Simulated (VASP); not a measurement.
A run of VASP 6.6.1 is set up as follows.

The input INCAR:

```
SYSTEM = H22CO12
PREC = Accurate
ENCUT = 520
EDIFF = 1E-6
ISMEAR = -1
SIGMA = 0.02
LREAL = Auto
LASPH = .TRUE.
NELM = 60
ALGO = Normal
ISIF = 2
LWAVE = .FALSE.
LCHARG = .TRUE.
GGA = PS
LELF = .TRUE.
LVHAR = .TRUE.
NBANDS = 72
```

File KPOINTS:

```
regular mesh
0
G
  1 1 1
  0 0 0
```

POSCAR

```
H22CO12
1.0
    7.7854430000      0.0000000000      0.0000000000
    0.0000000000      7.7854430000      0.0000000000
    0.0000000000      0.0000000000      7.7854430000
O H C
12 22 1
Direct
    0.5420115464      0.3842555909      0.6101258464
    0.5688051406      0.4320884502      0.2869586226
    0.5576561282      0.8533618447      0.3123007901
    0.1860138209      0.3590547128      0.8904824041
    0.5195979214      0.6419416339      0.9201274738
    0.0967061219      0.3343547695      0.4388318044
    0.9096463747      0.0101985205      0.2447002695
    0.9350142310      0.0821533213      0.9113675355
    0.5500265046      1.2340723579     -0.0240063411
    0.7693203842      0.0631563291      0.5933894834
   -0.0423996425      0.5624342764      0.6284163920
    0.2265767022      0.6316018241      0.6889267573
    0.6331046287      0.4627225451      0.6777777450
    0.5904609410      0.3646934413      0.5006908406
    0.5101186920      0.3969587858      0.1641781977
    0.5894205378      0.5543807848      0.2422469730
    0.4690420314      0.7688194493      0.3482910349
    0.4722403080      0.9286690558      0.2549887013
    0.2457021392      0.3112346979      0.7818951343
    0.2192168127      0.4768643223      0.8712542112
    0.5629352113      0.7661349521      0.9082720148
    0.4285562170      0.6470280497      0.8424054996
    0.0373132267      0.2785968634      0.3402760768
    0.1872212024      0.3833950104      0.3591574686
    0.8854602108      0.0138335095      0.1187729459
    1.0195309374     -0.0579286240      0.2528308280
    0.9782872985      0.2077852217      0.9040975575
    0.8760837373      0.0747548983      0.7860182137
    0.4842242118      1.2580658544     -0.1317073415
    0.6700582099      1.2520931693     -0.0477943259
    0.6824402927      0.1522842053      0.6030742245
    0.7779261887      0.0382123406      0.4710714599
    0.0164152509      0.4860609730      0.5459419586
    0.0182134787      0.7754857366      0.7796601940
    0.0630278842      0.6641882806      0.6958884677
```

Potentials or basis: VASP PAW PBE potentials, release 64 (O, H, C).

Command:

```bash
$ cat potpaw_PBE.64/O/POTCAR potpaw_PBE.64/H/POTCAR potpaw_PBE.64/C/POTCAR > POTCAR
$ mpirun -np 1 vasp_gam > vasp.out
```

Q: What does it give for the pressure?

A: -2.0 GPa.

Q: Predict the band gap on the k mesh.

A: 4.23 eV.

Q: Estimate the largest force.

A: 5.530 eV/Å.

Forces in eV/Å, atoms in the order of the input:
```
O    1.519  1.487  4.451
O   -1.408  1.516 -4.466
O   -1.955 -0.272 -0.259
O    0.993 -1.894 -1.627
O    2.791  2.239  1.375
O    1.065  0.439 -2.549
O    1.396 -0.663  0.320
O   -0.819  2.016 -2.766
O   -1.442 -0.014 -0.202
O    0.151 -0.022  0.691
O   -3.094  0.461 -0.313
O   -2.724  1.370  0.058
H   -2.239 -1.738 -1.636
H    0.537  0.241 -2.288
H    1.537 -0.332  2.521
H    0.151 -1.288  1.157
H    0.879 -0.100  0.407
H    1.009  0.273 -0.102
H   -1.223  0.441  1.610
H   -0.029  1.016  0.033
H   -0.408 -1.984  0.480
H   -2.371 -0.166 -1.998
H   -0.830 -0.523  0.895
H   -0.140 -0.068  1.558
H    0.193  0.261  0.047
H   -1.381  0.822 -0.102
H    0.009 -1.807  0.387
H    0.897 -0.288  1.900
H    0.875 -0.009  0.790
H    0.601 -0.031 -0.277
H   -0.444  0.381  0.135
H    0.307 -0.315 -0.514
H    0.637 -1.590 -0.837
H   -0.176 -0.665 -0.770
C    5.135  0.806  1.889
```

Caveat: the k points lie up to 0.81 Å⁻¹ apart; the PAW data sets were made with another functional, which shifts forces and pressure a little.
